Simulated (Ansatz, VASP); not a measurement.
One calculation of InSb, two programs

```
In Sb
1.0
     5.30343    0.00000    0.00000
     0.00000    5.65488    0.00000
     0.00000    0.00000    3.06300
In Sb
2 2
Direct
  0.00000 0.00000 0.00000
  0.50000 0.50000 0.00000
  0.50000 0.00000 0.83500
  0.00000 0.50000 0.16500
```

Change from the starting cell: equal xx and yy strain of -1 %, PAW files.

Alike in both runs: task electric field gradients; functional PBE; k mesh 6 × 6 × 11; occupations fermi-dirac, width 0.08 eV; no spin polarisation.

```csv
,VASP,Ansatz
version,VASP 6.6.1,Ansatz 0.2.0
potentials or method,"VASP PAW PBE potentials, release 64 (In_d, Sb)","PAW with Ansatz's default frozen-core files, scalar-relativistic"
plane-wave cutoff (eV),520,420
valence electrons in the cell,36,56
```

```tsv
	VASP	Ansatz	Ansatz less VASP
pressure (GPa)	20.7	20.7	-0.01
traceless stress, the component that is largest in VASP (GPa)	13.72	13.76	+0.043
rms of the force components (eV/Å)	0.378	0.378	+0.0002
size of Vzz on the site where it differs most (V/Å²)	87.9	78.5	-9.35
```

Atom by atom the forces differ by 0.001 eV/Å (rms over components). VASP's potentials hold 36 valence electrons a cell and Ansatz's 56, so a difference there can come from the potentials and not from the codes.

Spin-orbit coupling is off throughout.
